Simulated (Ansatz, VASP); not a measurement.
GaSb: VASP beside Ansatz

Contents of INCAR:

```
ALGO     = Normal         # electronic algorithm
EDIFF    = 1E-6           # SCF threshold, eV
ENCUT    = 520            # plane-wave cutoff, eV
GGA      = PS             # functional
ISIF     = 2              # what is computed and relaxed
ISMEAR   = 0              # smearing method
LASPH    = True           # aspherical terms in the spheres
LCHARG   = False          # write CHGCAR
LREAL    = False          # projectors in reciprocal space
LWAVE    = False          # write WAVECAR
NBANDS   = 16             # bands
NELM     = 100            # most SCF steps
PREC     = Accurate       # precision mode
SIGMA    = 0.05           # smearing width, eV
```

Contents of KPOINTS:

```
k-points
0
Gamma
  10 10 10
```

The input POSCAR:

```
GaSb
1.0
    0.0000000000      3.0646783450      3.0646783450
    3.0646783450      0.0000000000      3.0646783450
    3.0646783450      3.0646783450      0.0000000000
Ga Sb
1 1
Direct
    0.0000000000      0.0000000000      0.0000000000
    0.7500000000      0.7500000000      0.7500000000
```

Input for Ansatz:

```yaml
crystal:
  lattice:
    - [0.0, 3.064678345, 3.064678345]
    - [3.064678345, 0.0, 3.064678345]
    - [3.064678345, 3.064678345, 0.0]
  atoms:
    - { symbol: Ga, position: [0.0, 0.0, 0.0] }
    - { symbol: Sb, position: [0.75, 0.75, 0.75] }
basis:
  ecutwfc: 420
  ecutrho_ratio: 4
kpoints:
  mp_grid: { grid: [10, 10, 10] }
hamiltonian:
  xc: pbesol
scf:
  occupations: { method: gaussian, width: 0.05 }
output:
  forces: true
  stress: true
  eigenvalues: true
```

Alike in both runs: task single point; functional PBEsol; k mesh 10 × 10 × 10; occupations gaussian, width 0.05 eV; no spin polarisation.

```csv
,VASP,Ansatz
version,VASP 6.6.1,Ansatz 0.2.0
potentials or method,"VASP PAW PBE potentials, release 64 (Ga_d, Sb), cutoff 520 eV","scalar-relativistic, plane waves, PAW"
valence electrons in the cell,18,28
```

Ansatz gave:

```
pressure (GPa) : -0.4
```

Question: What did VASP give for the same quantities?

Answer: Pressure (GPa): -0.3.

VASP's potentials were made for PBE, not for PBEsol. VASP's potentials hold 18 valence electrons a cell and Ansatz's 28, so a difference there can come from the potentials and not from the codes.

Spin-orbit coupling is off throughout.
